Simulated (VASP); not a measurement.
Here is a VASP 6.6.1 calculation.

The input INCAR:

```
SYSTEM = Ga
  PREC = Accurate
  ENCUT = 520
  EDIFF = 1E-8
  ISMEAR = -1
  SIGMA = 0.08
  LREAL = .False.
  LASPH = .True.
  NELM = 60
  ALGO = Normal
  ISIF = 2
  LWAVE = .False.
  LCHARG = .False.
  GGA = PE
  LEFG = .True.
  NBANDS = 20
```

File KPOINTS:

```
Automatic mesh
0
Gamma
  12 12 10
  0 0 0
```

POSCAR

```
Ga
1.0
    1.4548173111     -4.0785050826      0.0000000000
    1.4548173111      4.0785050826      0.0000000000
    0.0000000000      0.0000000000      3.1805316388
Ga
2
Direct
    0.8670000000      0.1330000000      0.2500000000
    0.1330000000      0.8670000000      0.7500000000
```

Potentials or basis: VASP PAW PBE potentials, release 64 (Ga_d).

Launch:

```sh
$ cat potpaw_PBE.64/Ga_d/POTCAR > POTCAR
$ mpirun -np 1 vasp_std > vasp.out
```

(1) Predict the largest force.

(2) Predict the pressure.

(3) What does it give for the band gap on the k mesh?

Results:

(1) 0.191 eV/Å.

(2) 1.2 GPa.

(3) zero (band 13 reaches 10.66 eV, above the bottom of band 14 at 1.37 eV).

Caveat: without QUAD_EFG the Cq values of the log hold for a quadrupole moment of 1 mb, not for the nuclei.
